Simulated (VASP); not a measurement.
Write the native input for VASP 6.6.1 that does the following.

- Task: single point
- Functional: PBE
- Potentials or basis: VASP PAW PBE potentials, release 64 (In_d, Sb)
- Cutoff: 500 eV
- k mesh: 6 × 6 × 6, shifted
- Occupations: gaussian, width 0.05 eV
- Spin: no spin polarisation
- Dipole correction: no
- Further INCAR settings: ALGO = Normal; EDIFF = 1e-06; NBANDS = 16; ISYM = 0

The structure of InSb lies in POSCAR:

```
InSb
1.0
    0.0000000000      3.2391003701      3.2391003701
    3.2391003701      0.0000000000      3.2391003701
    3.2391003701      3.2391003701      0.0000000000
In Sb
1 1
Direct
    0.0000000000      0.0000000000      0.0000000000
    0.7500000000      0.7500000000      0.7500000000
```

One way to write it, as run:

INCAR

```
PREC     = Accurate       # precision mode
ENCUT    = 500            # plane-wave cutoff, eV
EDIFF    = 1E-6           # SCF threshold, eV
ISMEAR   = 0              # smearing method
SIGMA    = 0.05           # smearing width, eV
LREAL    = F              # projectors in reciprocal space
LASPH    = T              # aspherical terms in the spheres
NELM     = 120            # most SCF steps
ALGO     = Normal         # electronic algorithm
ISIF     = 2              # what is computed and relaxed
LWAVE    = F              # write WAVECAR
LCHARG   = F              # write CHGCAR
GGA      = PE             # functional
ISYM     = 0            
NBANDS   = 16             # bands
GGA_COMPAT= F
```

KPOINTS

```
Automatic mesh
0
Gamma
  6 6 6
  0.5 0.5 0.5
```

Potentials or basis: VASP PAW PBE potentials, release 64 (In_d, Sb).

Launch:

```sh
$ cat potpaw_PBE.64/In_d/POTCAR potpaw_PBE.64/Sb/POTCAR > POTCAR
$ mpirun -np 1 vasp_std > vasp.out
```

It gave:

- Pressure: 3.1 GPa
- Band gap on the k mesh: 0.68 eV (least direct gap 0.84 eV)

Caveat: the cell stands under pressure; spin-orbit coupling is left out, which moves the levels of the heavy elements; a shifted mesh leaves out Γ, where band edges can lie.

Run time: 12 min on 1 thread of Intel Xeon 8259CL (shared host), peak memory 0.57 GiB.
